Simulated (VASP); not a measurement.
# Al3CoNi2 (P4/mmm) in VASP: single point with PBE

Aim: the single point of Al3CoNi2 with PBE.

Program: VASP 6.6.1. These are calculated values, not measurements. Logs are shortened: lines on timing, memory, paths and dates and some standing lists are left out, and cuts for length are marked.

### 1 The cell of the first run

Symmetry: P4/mmm, No. 123, tetragonal system. The conventional cell has a = 2.852 Å, b = 2.852 Å, c = 8.810 Å, α = 90.00°, β = 90.00°, γ = 90.00°. Al (site symmetry 4/mmm) has 8 Ni at 2.51 Å and 6 Al at 2.85 to 2.96 Å within 3.3 Å. Al (site symmetry 4mm) has 4 Co at 2.48 Å and 4 Ni at 2.50 Å and 6 Al at 2.85 to 2.96 Å within 3.3 Å. Co (site symmetry 4/mmm) has 8 Al at 2.48 Å and 4 Co at 2.85 Å and 2 Ni at 2.92 Å within 3.3 Å. Within 3.3 Å of Ni (site symmetry 4mm) lie 8 Al at 2.50 to 2.51 Å and 5 Ni at 2.85 to 2.97 Å and 1 Co at 2.92 Å.

### 2 Single point, PBE, collinear spin, ferromagnetic start

File INCAR:

```
SYSTEM = Al3CoNi2
PREC     = Accurate       ! precision mode
ENCUT    = 520            ! plane-wave cutoff, eV
EDIFF    = 1E-6           ! SCF threshold, eV
ISMEAR   = 0              ! smearing method
SIGMA    = 0.1            ! smearing width, eV
LREAL    = .FALSE.        ! projectors in reciprocal space
LASPH    = .TRUE.         ! aspherical terms in the spheres
NELM     = 150            ! most SCF steps
ALGO     = Fast           ! electronic algorithm
ISIF     = 2              ! what is computed and relaxed
LWAVE    = .FALSE.        ! write WAVECAR
LCHARG   = .TRUE.         ! write CHGCAR
ISPIN    = 2              ! spin polarisation
MAGMOM   = 0 0 0 0.34 0 0 ! initial moments
LORBIT   = 11             ! projections on sites
LMAXMIX  = 4              ! l up to which the mixer works
GGA      = PE             ! functional
LELF     = .TRUE.         ! ELF
LVHAR    = .TRUE.       
NBANDS   = 32             ! bands
```

File KPOINTS:

```
Automatic mesh
0
G
  14 14 4
  0 0 0
```

File POSCAR:

```
Al3CoNi2
1.0
    2.8524205900      0.0000000000      0.0000000000
    0.0000000000      2.8524205900      0.0000000000
    0.0000000000      0.0000000000      8.8099449722
Al Co Ni
3 1 2
Direct
    0.5000000000      0.5000000000      0.0000000000
    0.5000000000      0.5000000000      0.3362535838
    0.5000000000      0.5000000000      0.6637464162
    0.0000000000      0.0000000000      0.5000000000
    0.0000000000      0.0000000000      0.8312011832
    0.0000000000      0.0000000000      0.1687988168
```

Potentials or basis: VASP PAW PBE potentials, release 64 (Al, Co, Ni).

Command:

```bash
> cat potpaw_PBE.64/Al/POTCAR potpaw_PBE.64/Co/POTCAR potpaw_PBE.64/Ni/POTCAR > POTCAR
> mpirun -np 1 vasp_std > vasp.out
```

OUTCAR:

```text
SYSTEM = Al3CoNi2
   PREC = Accurate
   ENCUT = 520
   EDIFF = 1E-6
   ISMEAR = 0
   LREAL = .FALSE.
   LASPH = .TRUE.
   NELM = 150
   ISIF = 2
   ISPIN = 2
   LORBIT = 11
   GGA = PE

 ion  position               nearest neighbor table
   1  0.500  0.500  0.000-   5 2.51   6 2.51   5 2.51   6 2.51   5 2.51   6 2.51   5 2.51   6 2.51
                             2 2.96   3 2.96
   2  0.500  0.500  0.336-   4 2.48   4 2.48   4 2.48   4 2.48   6 2.50   6 2.50   6 2.50   6 2.50
                             3 2.89   1 2.96
   3  0.500  0.500  0.664-   4 2.48   4 2.48   4 2.48   4 2.48   5 2.50   5 2.50   5 2.50   5 2.50
                             2 2.89   1 2.96
   4  0.000  0.000  0.500-   2 2.48   3 2.48   2 2.48   3 2.48   2 2.48   3 2.48   2 2.48   3 2.48
                             5 2.92   6 2.92
   5  0.000  0.000  0.831-   3 2.50   3 2.50   3 2.50   3 2.50   1 2.51   1 2.51   1 2.51   1 2.51
                             4 2.92   6 2.97
   6  0.000  0.000  0.169-   2 2.50   2 2.50   2 2.50   2 2.50   1 2.51   1 2.51   1 2.51   1 2.51
                             4 2.92   5 2.97

  LATTYP: Found a simple tetragonal cell.
 ALAT       =     2.8524205900
 C/A-ratio  =     3.0885855344

  Lattice vectors:

 A1 = (   2.8524205900,   0.0000000000,   0.0000000000)
 A2 = (   0.0000000000,   2.8524205900,   0.0000000000)
 A3 = (   0.0000000000,   0.0000000000,   8.8099449722)

Analysis of symmetry for initial positions (statically):
=====================================================================
 Subroutine PRICEL returns:
 Original cell was already a primitive cell.

 Routine SETGRP: Setting up the symmetry group for a
 simple tetragonal supercell.

 Subroutine GETGRP returns: Found 16 space group operations
 (whereof 16 operations were pure point group operations)
 out of a pool of 16 trial point group operations.

The static configuration has the point symmetry D_4h.

Analysis of symmetry for dynamics (positions and initial velocities):
=====================================================================
 Subroutine PRICEL returns:
 Original cell was already a primitive cell.

 Routine SETGRP: Setting up the symmetry group for a
 simple tetragonal supercell.

 Subroutine GETGRP returns: Found 16 space group operations
 (whereof 16 operations were pure point group operations)
 out of a pool of 16 trial point group operations.

The dynamic configuration has the point symmetry D_4h.

Analysis of structural, dynamic, and magnetic symmetry:
=====================================================================
 Subroutine PRICEL returns:
 Original cell was already a primitive cell.

 Routine SETGRP: Setting up the symmetry group for a
 simple tetragonal supercell.

 Subroutine GETGRP returns: Found 16 space group operations
 (whereof 16 operations were pure point group operations)
 out of a pool of 16 trial point group operations.

The overall configuration has the point symmetry D_4h.

 Subroutine INISYM returns: Found 16 space group operations
 (whereof 16 operations are pure point group operations),
 and found     1 'primitive' translations

----------------------------------------------------------------------------------------

                                     Primitive cell

  volume of cell :      71.6804

  direct lattice vectors                    reciprocal lattice vectors
     2.852420590  0.000000000  0.000000000     0.350579435  0.000000000  0.000000000
     0.000000000  2.852420590  0.000000000     0.000000000  0.350579435  0.000000000
     0.000000000  0.000000000  8.809944972     0.000000000  0.000000000  0.113508087

  length of vectors
     2.852420590  2.852420590  8.809944972     0.350579435  0.350579435  0.113508087

  position of ions in fractional coordinates (direct lattice)
     0.500000000  0.500000000  0.000000000
     0.500000000  0.500000000  0.336253584
     0.500000000  0.500000000  0.663746416
     0.000000000  0.000000000  0.500000000
     0.000000000  0.000000000  0.831201183
     0.000000000  0.000000000  0.168798817

  ion indices of the primitive-cell ions
   primitive index   ion index
                 1           1
                 2           2
                 3           3
[... 58 lines left out ...]
   number of dos      NEDOS =    301   number of ions     NIONS =      6
   total plane-waves  NPLWV =  40320
   dimension x,y,z NGX =    24 NGY =   24 NGZ =   70
   dimension x,y,z NGXF=    48 NGYF=   48 NGZF=  140
   ions per type =               3   1   2
   NGX,Y,Z   is equivalent  to a cutoff of  13.99, 13.99, 13.21 a.u.
   NGXF,Y,Z  is equivalent  to a cutoff of  27.98, 27.98, 26.42 a.u.
 SYSTEM =  Al3CoNi2
   PREC   = accura    normal or accurate (medium, high low for compatibility)
   ISTART =      0    job   : 0-new  1-cont  2-samecut
   ICHARG =      2    charge: 1-file 2-atom 10-const
   ISPIN  =      2    spin polarized calculation?
   LNONCOLLINEAR =      F non collinear calculations
   LSORBIT =      F    spin-orbit coupling
   LASPH  =      T    aspherical Exc in radial PAW
   ENCUT  =  520.0 eV  38.22 Ry    6.18 a.u.   5.30  5.30 16.38*2*pi/ulx,y,z
   NELM   =    150;   NELMIN=  2; NELMDL= -5     # of ELM steps
   EDIFF  = 0.1E-05   stopping-criterion for ELM
   LREAL  =      F    real-space projection
   EDIFFG = 0.1E-04   stopping-criterion for IOM
   NSW    =      0    number of steps for IOM
   IBRION =     -1    ionic relax: 0-MD 1-quasi-New 2-CG
   NFREE  =      0    steps in history (QN), initial steepest desc. (CG)
   ISIF   =      2    stress and relaxation
   ISYM   =      2    0-nonsym 1-usesym 2-fastsym
   POTIM  = 0.5000    time-step for ionic-motion
   TEBEG  =    0.0;   TEEND  =   0.0 temperature during run
   PSTRESS=    0.0 pullay stress
   NELECT =      38.0000    total number of electrons
   NUPDOWN=      -1.0000    fix difference up-down
   EMIN   =  10.00;   EMAX   =-10.00  energy-range for DOS
   EFERMI =   0.00;   METHOD = LEGACY
   ISMEAR =     0;   SIGMA  =   0.10  broadening in eV -4-tet -1-fermi 0-gaus
   EFERMI_NEDOS =   21; number of points for ismear=-14 and -15
   IALGO  =     68    algorithm
   IMIX   =      4    mixing-type and parameters
     AMIX     =   0.40;   BMIX     =  1.00
     AMIX_MAG =   1.60;   BMIX_MAG =  1.00
  volume/ion in A,a.u.               =      11.95        80.62
  Fermi-wavevector in a.u.,A,eV,Ry     =   1.324959  2.503810 23.885267  1.755518
  Thomas-Fermi vector in A             =   2.454456
   LORBIT       =     11    0 simple, 1 ext, 2 COOP (PROOUT), +10 PAW based schemes
   GGA     = PE    functional components
   LHFCALC =     F    Hartree Fock is set to
   AEXX    =    0.0000 exact exchange contribution
   IVDW    =     0    specifies the selected vdW correction
   LEPSILON=     F    determine dielectric tensor
   LRPA    =     F    only Hartree local field effects (RPA)
 spin polarized calculation
 RMM-DIIS sequential band-by-band and
 Gauss-broadening in eV      SIGMA  =   0.10
  energy-cutoff  :      520.00
  volume of cell :       71.68
 maximum number of plane-waves:      1953
 NGX is ok and might be reduce to    24
   NGX = 11   NGY = 11   NGZ = 33

 number of electron      38.0000009 magnetization      -0.0003828

 number of electron      38.0000009 magnetization       0.0006267

 Free energy of the ion-electron system (eV)
  ---------------------------------------------------
  ext. energy  EPLUGINS =         0.00000000
  ---------------------------------------------------
  free energy    TOTEN  =       -33.02760962 eV

  energy without entropy =      -33.01345657  energy(sigma->0) =      -33.02053310

 E-fermi :  10.0652     XC(G=0): -12.0715

 val. band max:       10.0556826283   @ k =   0.5000   0.3571   0.5000
 cond. band min:      10.0743408679   @ k =   0.3571   0.3571   0.5000
 fundamental gap:      0.0186582396
 Fermi energy:        10.0652371230

 spin component 1

 k-point     1 :       0.0000    0.0000    0.0000
  band No.  band energies     occupation
      1      -0.9747      1.00000
      2       0.9324      1.00000
      3       0.9651      1.00000
      4       5.6184      1.00000
      5       5.6350      1.00000
      6       6.9302      1.00000
[... 805 lines left out ...]
     30      18.8268      0.00000
     31      20.2038      0.00000

 [... further k-points ...]

 spin component 2

 k-point     1 :       0.0000    0.0000    0.0000
  band No.  band energies     occupation
      1      -0.9747      1.00000
      2       0.9324      1.00000
      3       0.9651      1.00000
      4       5.6186      1.00000
      5       5.6350      1.00000
      6       6.9303      1.00000
[... 805 lines left out ...]
     30      18.8268      0.00000
     31      20.2038      0.00000

 [... further k-points ...]

 [bands above 31 left out]

------------------------ aborting loop because EDIFF is reached ----------------------------------------

  FORCE on cell =-STRESS in cart. coord.  units (eV):
  Direction    XX          YY          ZZ          XY          YZ          ZX
  --------------------------------------------------------------------------------------
  -------------------------------------------------------------------------------------
  Total       -0.0442226     -0.0442226     -0.0997770      0.0000000      0.0000000     -0.0000000
  in kB       -0.9884503     -0.9884503     -2.2301847      0.0000000      0.0000000     -0.0000000
  external PRESSURE =      -1.4023618 kB  Pullay stress =       0.0000000 kB

 VOLUME and BASIS-vectors are now :
 -----------------------------------------------------------------------------
  energy-cutoff  :      520.00
  volume of cell :       71.68
      direct lattice vectors                 reciprocal lattice vectors
     2.852420590  0.000000000  0.000000000     0.350579435  0.000000000  0.000000000
     0.000000000  2.852420590  0.000000000     0.000000000  0.350579435  0.000000000
     0.000000000  0.000000000  8.809944972     0.000000000  0.000000000  0.113508087

 POSITION                                       TOTAL-FORCE (eV/Angst)
 -----------------------------------------------------------------------------------
      1.42621      1.42621      0.00000         0.000000      0.000000      0.000000
      1.42621      1.42621      2.96238         0.000000      0.000000      0.011176
      1.42621      1.42621      5.84757         0.000000     -0.000000     -0.011176
      0.00000      0.00000      4.40497         0.000000      0.000000      0.000000
      0.00000      0.00000      7.32284        -0.000000     -0.000000      0.003027
      0.00000      0.00000      1.48711         0.000000      0.000000     -0.003027
 -----------------------------------------------------------------------------------
    total drift:                                0.000000      0.000000      0.000000

  FREE ENERGIE OF THE ION-ELECTRON SYSTEM (eV)
  ---------------------------------------------------
  free  energy   TOTEN  =       -33.0276096200 eV

  energy  without entropy=      -33.0134565734  energy(sigma->0) =      -33.02053310

 total charge

# of ion       s       p       d       tot
------------------------------------------
    1        0.383   0.411   0.000   0.794
    2        0.389   0.416   0.000   0.805
    3        0.389   0.416   0.000   0.805
    4        0.432   0.495   7.499   8.425
    5        0.472   0.508   8.470   9.450
    6        0.472   0.508   8.470   9.450
--------------------------------------------------
tot          2.537   2.754  24.438  29.729

 magnetization (x)

# of ion       s       p       d       tot
------------------------------------------
    1        0.000  -0.000   0.000  -0.000
    2       -0.000  -0.000   0.000  -0.000
    3       -0.000  -0.000   0.000  -0.000
    4        0.000  -0.000   0.001   0.001
    5        0.000   0.000  -0.000  -0.000
    6        0.000   0.000  -0.000  -0.000
--------------------------------------------------
tot          0.000  -0.000   0.001   0.001
```

Wall time 5.3 min (1 thread of Intel Xeon Platinum 8488C (Sapphire Rapids), shared host); peak memory 0.5 GiB.

What came out:

- Free energy: -33.0276 eV
- Pressure: -0.1 GPa
- Largest force: 0.011 eV/Å
- Band gap on the k mesh: zero (filled and empty bands overlap)
- Net moment: 0.00 μB per cell
- Valence electrons inside the program's atomic spheres: Al 0.79, 0.81 (each value once); Co 8.43; Ni 9.45

Forces on the atoms (eV/Å):
```
Al   0.000  0.000  0.000
Al   0.000  0.000  0.011
Al   0.000  0.000 -0.011
Co   0.000  0.000  0.000
Ni   0.000  0.000  0.003
Ni   0.000  0.000 -0.003
```

Stress tensor (GPa, compression positive):
```
-0.10  0.00  0.00
 0.00 -0.10  0.00
 0.00  0.00 -0.22
```
